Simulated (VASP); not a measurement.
# Ti (P6/mmm) in VASP: a series of runs

The runs below take Ti through single point, relaxation of cell and atoms, with PBE.

Program: VASP 6.6.1. These are calculated values, not measurements. Logs are shortened: lines on timing, memory, paths and dates and some standing lists are left out, and cuts for length are marked.

**1. The cell of the first run**

It takes space group P6/mmm (No. 191, hexagonal). Conventional cell: a = 4.590 Å, b = 4.590 Å, c = 2.830 Å, α = 90.00°, β = 90.00°, γ = 120.00°. Within 3.7 Å of Ti (site symmetry 6/mmm) lie 14 Ti at 2.83 to 3.00 Å. Ti (site symmetry -6m2) has 11 Ti at 2.65 to 3.00 Å within 3.5 Å.

This isn't the form of Ti at room conditions, which is hcp.

**2. Single point, PBE**

INCAR

```
PREC     = Accurate       # precision mode
ENCUT    = 520            # plane-wave cutoff, eV
EDIFF    = 1E-6           # SCF threshold, eV
ISMEAR   = -1             # smearing method
SIGMA    = 0.15           # smearing width, eV
LREAL    = F              # projectors in reciprocal space
LASPH    = T              # aspherical terms in the spheres
NELM     = 60             # most SCF steps
ALGO     = Fast           # electronic algorithm
ISIF     = 2              # what is computed and relaxed
LWAVE    = F              # write WAVECAR
LCHARG   = F              # write CHGCAR
GGA      = PE             # functional
NBANDS   = 25             # bands
```

KPOINTS

```
Automatic mesh
0
Gamma
  12 12 14
```

POSCAR

```
Ti
1.0
    4.5896334696      0.0000000000      0.0000000000
   -2.2948167348      3.9747391787      0.0000000000
    0.0000000000      0.0000000000      2.8295856858
Ti
3
Direct
    0.0000000000      0.0000000000      0.0000000000
    0.3333333333      0.6666666667      0.5000000000
    0.6666666667      0.3333333333      0.5000000000
```

Potentials or basis: VASP PAW PBE potentials, release 64 (Ti_sv).

Started as:

```console
cat potpaw_PBE.64/Ti_sv/POTCAR > POTCAR
mpirun -np 1 vasp_std > vasp.out
```

OUTCAR:

```text
PREC = Accurate
   ENCUT = 520
   EDIFF = 1E-6
   ISMEAR = -1
   LREAL = F
   LASPH = T
   NELM = 60
   ISIF = 2
   GGA = PE

 ion  position               nearest neighbor table
   1  0.000  0.000  0.000-
   2  0.333  0.667  0.500-   3 2.65   3 2.65   3 2.65
   3  0.667  0.333  0.500-   2 2.65   2 2.65   2 2.65

  LATTYP: Found a hexagonal cell.
 ALAT       =     4.5896334696
 C/A-ratio  =     0.6165167011

  Lattice vectors:

 A1 = (   4.5896334696,   0.0000000000,   0.0000000000)
 A2 = (  -2.2948167348,   3.9747391787,   0.0000000000)
 A3 = (   0.0000000000,   0.0000000000,   2.8295856858)

Analysis of symmetry for initial positions (statically):
=====================================================================
 Subroutine PRICEL returns:
 Original cell was already a primitive cell.

 Routine SETGRP: Setting up the symmetry group for a
 hexagonal supercell.

 Subroutine GETGRP returns: Found 24 space group operations
 (whereof 24 operations were pure point group operations)
 out of a pool of 24 trial point group operations.

The static configuration has the point symmetry D_6h.

Analysis of symmetry for dynamics (positions and initial velocities):
=====================================================================
 Subroutine PRICEL returns:
 Original cell was already a primitive cell.

 Routine SETGRP: Setting up the symmetry group for a
 hexagonal supercell.

 Subroutine GETGRP returns: Found 24 space group operations
 (whereof 24 operations were pure point group operations)
 out of a pool of 24 trial point group operations.

The dynamic configuration has the point symmetry D_6h.

 Subroutine INISYM returns: Found 24 space group operations
 (whereof 24 operations are pure point group operations),
 and found     1 'primitive' translations

----------------------------------------------------------------------------------------

                                     Primitive cell

  volume of cell :      51.6190

  direct lattice vectors                    reciprocal lattice vectors
     4.589633470  0.000000000  0.000000000     0.217882323  0.125794418  0.000000000
    -2.294816735  3.974739179  0.000000000     0.000000000  0.251588835  0.000000000
[... 81 lines left out ...]
   ISPIN  =      1    spin polarized calculation?
   LNONCOLLINEAR =      F non collinear calculations
   LSORBIT =      F    spin-orbit coupling
   LASPH  =      T    aspherical Exc in radial PAW
   ENCUT  =  520.0 eV  38.22 Ry    6.18 a.u.   8.53  8.53  5.26*2*pi/ulx,y,z
   NELM   =     60;   NELMIN=  2; NELMDL= -5     # of ELM steps
   EDIFF  = 0.1E-05   stopping-criterion for ELM
   LREAL  =      F    real-space projection
   EDIFFG = 0.1E-04   stopping-criterion for IOM
   NSW    =      0    number of steps for IOM
   IBRION =     -1    ionic relax: 0-MD 1-quasi-New 2-CG
   NFREE  =      0    steps in history (QN), initial steepest desc. (CG)
   ISIF   =      2    stress and relaxation
   ISYM   =      2    0-nonsym 1-usesym 2-fastsym
   POTIM  = 0.5000    time-step for ionic-motion
   TEBEG  =    0.0;   TEEND  =   0.0 temperature during run
   PSTRESS=    0.0 pullay stress
   NELECT =      36.0000    total number of electrons
   NUPDOWN=      -1.0000    fix difference up-down
   EMIN   =  10.00;   EMAX   =-10.00  energy-range for DOS
   EFERMI =   0.00;   METHOD = LEGACY
   ISMEAR =    -1;   SIGMA  =   0.15  broadening in eV -4-tet -1-fermi 0-gaus
   EFERMI_NEDOS =   21; number of points for ismear=-14 and -15
   IALGO  =     68    algorithm
   IMIX   =      4    mixing-type and parameters
     AMIX     =   0.40;   BMIX     =  1.00
     AMIX_MAG =   1.60;   BMIX_MAG =  1.00
  volume/ion in A,a.u.               =      17.21       116.11
  Fermi-wavevector in a.u.,A,eV,Ry     =   1.451797  2.743498 28.677189  2.107714
  Thomas-Fermi vector in A             =   2.569253
   LORBIT       =      0    0 simple, 1 ext, 2 COOP (PROOUT), +10 PAW based schemes
   GGA     = PE    functional components
   LHFCALC =     F    Hartree Fock is set to
   AEXX    =    0.0000 exact exchange contribution
   IVDW    =     0    specifies the selected vdW correction
   LEPSILON=     F    determine dielectric tensor
   LRPA    =     F    only Hartree local field effects (RPA)
 non-spin polarized calculation
 RMM-DIIS sequential band-by-band and
  energy-cutoff  :      520.00
  volume of cell :       51.62
 maximum number of plane-waves:      1420
 NGX is ok and might be reduce to    36
   NGX = 17   NGY = 17   NGZ = 11

 number of electron      35.9999982 magnetization

 Free energy of the ion-electron system (eV)
  ---------------------------------------------------
  ext. energy  EPLUGINS =         0.00000000
  ---------------------------------------------------
  free energy    TOTEN  =       -23.64124576 eV

  energy without entropy =      -23.37376026  energy(sigma->0) =      -23.50750301

 E-fermi :   8.2951     XC(G=0): -11.5396

 val. band max:        8.2940436854   @ k =   0.3333   0.3333   0.2143
 cond. band min:       8.2977264922   @ k =   0.4167   0.0000   0.1429
 fundamental gap:      0.0036828068
 Fermi energy:         8.2951062797

 k-point     1 :       0.0000    0.0000    0.0000
  band No.  band energies     occupation
      1     -48.5218      2.00000
      2     -48.3085      2.00000
      3     -48.1532      2.00000
      4     -24.8305      2.00000
      5     -24.8304      2.00000
      6     -24.7694      2.00000
[... 661 lines left out ...]
     24      10.3906      0.00000
     25      10.9938      0.00000

 [... further k-points ...]

------------------------ aborting loop because EDIFF is reached ----------------------------------------

  FORCE on cell =-STRESS in cart. coord.  units (eV):
  Direction    XX          YY          ZZ          XY          YZ          ZX
  --------------------------------------------------------------------------------------
  -------------------------------------------------------------------------------------
  Total       -0.1039922     -0.1039922     -0.1046494      0.0000000      0.0000000      0.0000000
  in kB       -3.2277642     -3.2277642     -3.2481641      0.0000000      0.0000000      0.0000000
  external PRESSURE =      -3.2345642 kB  Pullay stress =       0.0000000 kB

 VOLUME and BASIS-vectors are now :
 -----------------------------------------------------------------------------
  energy-cutoff  :      520.00
  volume of cell :       51.62
      direct lattice vectors                 reciprocal lattice vectors
     4.589633470  0.000000000  0.000000000     0.217882323  0.125794418  0.000000000
    -2.294816735  3.974739179  0.000000000     0.000000000  0.251588835  0.000000000
     0.000000000  0.000000000  2.829585686     0.000000000  0.000000000  0.353408630

 POSITION                                       TOTAL-FORCE (eV/Angst)
 -----------------------------------------------------------------------------------
      0.00000      0.00000      0.00000        -0.000000      0.000000      0.000000
     -0.00000      2.64983      1.41479        -0.000000      0.000000     -0.000000
      2.29482      1.32491      1.41479         0.000000      0.000000      0.000000
 -----------------------------------------------------------------------------------
    total drift:                                0.000000      0.000000     -0.000000

  FREE ENERGIE OF THE ION-ELECTRON SYSTEM (eV)
  ---------------------------------------------------
  free  energy   TOTEN  =       -23.6412457565 eV

  energy  without entropy=      -23.3737602641  energy(sigma->0) =      -23.50750301
```

OSZICAR:

```text
N       E                     dE             d eps       ncg     rms          rms(c)
DAV:   1     0.432746372104E+03    0.43275E+03   -0.18712E+04  7600   0.179E+03
DAV:   2     0.226221273771E+02   -0.41012E+03   -0.40346E+03  7623   0.517E+02
DAV:   3    -0.231093411312E+02   -0.45731E+02   -0.44683E+02 13994   0.148E+02
[... 40 lines left out ...]
RMM:  44    -0.236412451770E+02   -0.34913E-06   -0.12901E-05  5476   0.129E-02    0.659E-03
RMM:  45    -0.236412454512E+02   -0.27426E-06   -0.12143E-05  5544   0.125E-02    0.681E-03
RMM:  46    -0.236412456123E+02   -0.16106E-06   -0.10937E-05  5290   0.121E-02    0.705E-03
RMM:  47    -0.236412457280E+02   -0.11577E-06   -0.10376E-05  5185   0.117E-02    0.743E-03
RMM:  48    -0.236412457565E+02   -0.28444E-07   -0.93851E-06  5093   0.114E-02
   1 F= -.23641246E+02 E0= -.23507503E+02  d E =-.267485E+00
```

stdout:

```text
POSCAR found type information on POSCAR Ti
 POSCAR found :  1 types and       3 ions
 scaLAPACK will be used
 LDA part: xc-table for (Slater+PW92), standard interpolation
 POSCAR, INCAR and KPOINTS ok, starting setup
 FFT: planning ... GRIDC
 FFT: planning ... GRID_SOFT
 FFT: planning ... GRID
 WAVECAR not read
 entering main loop
WARNING in EDDRMM: call to ZHEGV failed, returncode =   8  4      7
WARNING in EDDRMM: call to ZHEGV failed, returncode =   8  4     22
WARNING in EDDRMM: call to ZHEGV failed, returncode =   6  3     11
WARNING in EDDRMM: call to ZHEGV failed, returncode =   8  4      4
WARNING in EDDRMM: call to ZHEGV failed, returncode =   8  4      8
WARNING in EDDRMM: call to ZHEGV failed, returncode =   6  3     11
WARNING in EDDRMM: call to ZHEGV failed, returncode =   6  3     18
WARNING in EDDRMM: call to ZHEGV failed, returncode =   8  4     20
WARNING in EDDRMM: call to ZHEGV failed, returncode =   6  3      8
WARNING in EDDRMM: call to ZHEGV failed, returncode =   6  3      6
[... 4 lines left out ...]
WARNING in EDDRMM: call to ZHEGV failed, returncode =   8  4     23
WARNING in EDDRMM: call to ZHEGV failed, returncode =   8  4     23
WARNING in EDDRMM: call to ZHEGV failed, returncode =   6  3     13
WARNING in EDDRMM: call to ZHEGV failed, returncode =   8  4     25
WARNING in EDDRMM: call to ZHEGV failed, returncode =   8  4     24
WARNING in EDDRMM: call to ZHEGV failed, returncode =   8  4      8
WARNING in EDDRMM: call to ZHEGV failed, returncode =   8  4     24
WARNING in EDDRMM: call to ZHEGV failed, returncode =   8  4     23
WARNING in EDDRMM: call to ZHEGV failed, returncode =   6  3     17
WARNING in EDDRMM: call to ZHEGV failed, returncode =   8  4     24
```

It took 8.3 min on 1 thread of Intel Xeon 8259CL, shared host; peak memory 0.29 GiB.

What came out:

* Free energy: -23.6412 eV
* Pressure: -0.3 GPa
* Band gap on the k mesh: zero (bands 18 and 19 overlap by 0.24 eV)

Levels at points of the mesh, in eV from the Fermi level:
| k point | band 16 | band 17 | band 18 | band 19 | band 20 | band 21 |
| --- | --- | --- | --- | --- | --- | --- |
| (0.00, 0.00, 0.00) | -0.67 | -0.59 | -0.59 | -0.02 | 0.70 | 1.32 |
| (0.50, 0.00, 0.00) | -0.37 | -0.35 | -0.33 | 0.11 | 0.56 | 1.10 |
| (0.00, 0.00, 0.50) | -1.69 | -1.56 | -1.56 | 1.07 | 1.07 | 1.27 |
| (0.50, 0.00, 0.50) | -1.11 | -0.65 | -0.59 | 0.41 | 0.88 | 0.94 |

(Part 1 of 2 ends here.)
